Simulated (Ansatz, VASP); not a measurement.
One calculation of Eu2O3, two programs

File INCAR:

```
SYSTEM = Eu2O3
PREC = Accurate ; ENCUT = 520
EDIFF = 1E-6 ; ISMEAR = 0
SIGMA = 0.1 ; LREAL = .False.
LASPH = .True. ; NELM = 150
ALGO = Normal ; ISIF = 2
LWAVE = .False. ; LCHARG = .True.
ISPIN = 2 ; MAGMOM = 6 6 0 0 0
LORBIT = 11 ; LMAXMIX = 6
LDAU = .True. ; LDAUTYPE = 2
LDAUL = 3 -1 ; LDAUU = 6 0
LDAUJ = 0 0 ; LDAUPRINT = 1
GGA = PS ; LELF = .True.
LVHAR = .True. ; NBANDS = 38
```

File KPOINTS:

```
Automatic mesh
0
Gamma
  6 6 4
  0 0 0
```

POSCAR

```
Eu2O3
1.0
    3.7882997900      0.0000000000      0.0000000000
   -1.8941498950      3.2807638550      0.0000000000
    0.0000000000      0.0000000000      5.8208371100
Eu O
2 3
Direct
    0.6666666700      0.3333333300      0.7575559100
    0.3333333300      0.6666666700      0.2424440900
    0.0000000000      0.0000000000      0.0000000000
    0.6666666700      0.3333333300      0.3488964300
    0.3333333300      0.6666666700      0.6511035700
```

Input for Ansatz:

```yaml
crystal:
  lattice:
    - [3.78829979, 0.0, 0.0]
    - [-1.894149895, 3.280763855, 0.0]
    - [0.0, 0.0, 5.82083711]
  atoms:
    - { symbol: Eu, position: [0.66666667, 0.33333333, 0.75755591], spin: 6.0 }
    - { symbol: Eu, position: [0.33333333, 0.66666667, 0.24244409], spin: 6.0 }
    - { symbol: O, position: [0.0, 0.0, 0.0] }
    - { symbol: O, position: [0.66666667, 0.33333333, 0.34889643] }
    - { symbol: O, position: [0.33333333, 0.66666667, 0.65110357] }
basis:
  ecutwfc: 420
kpoints:
  mp_grid: { grid: [6, 6, 4] }
hamiltonian:
  xc: pbesol
  hubbard: { sites: [{ species: Eu, l: f, u_eff: 6.0 }] }
scf:
  occupations: { method: gaussian, width: 0.1 }
  lower_state_search: "off"
output:
  forces: true
  stress: true
  eigenvalues: true
  populations: true
magnetization:
  spin_polarized: true
```

Alike in both runs: task single point; functional PBEsol; k mesh 6 × 6 × 4; occupations gaussian, width 0.1 eV; collinear spin; Hubbard terms Eu f U = 6.0 eV.

|  | VASP | Ansatz |
| --- | --- | --- |
| version | VASP 6.6.1 | Ansatz 0.2.0 |
| potentials or method | VASP PAW PBE potentials, release 64 (Eu, O), cutoff 520 eV | scalar-relativistic, plane waves, PAW |
| valence electrons in the cell | 52 | 52 |

VASP gave:

```
gap on the k mesh at the Fermi level (eV)                     : 1.61
least direct gap on the mesh (eV)                             : 1.61
pressure (GPa)                                                : 0.3
traceless stress, the component that is largest in VASP (GPa) : 0.78
rms of the force components (eV/Å)                            : 0.142
net moment per atom (μB)                                      : 2.40
size of the moment on the site where the two differ most (μB) : 5.94
```

Q: Estimate Ansatz's values.

A: gap on the k mesh at the Fermi level (eV): 1.31; least direct gap on the mesh (eV): 1.32; pressure (GPa): -4.8; traceless stress, the component that is largest in VASP (GPa): 1.17; rms of the force components (eV/Å): 0.172; net moment per atom (μB): 2.40; size of the moment on the site where the two differ most (μB): 5.87.

VASP's potentials were made for PBE, not for PBEsol. Site moments also hang on the region over which each program counts them. The programs project onto different local orbitals, so the same U acts differently, and such runs can settle in different states. Atom by atom the forces differ by 0.031 eV/Å (rms over components).

Neither program's run includes spin-orbit coupling.
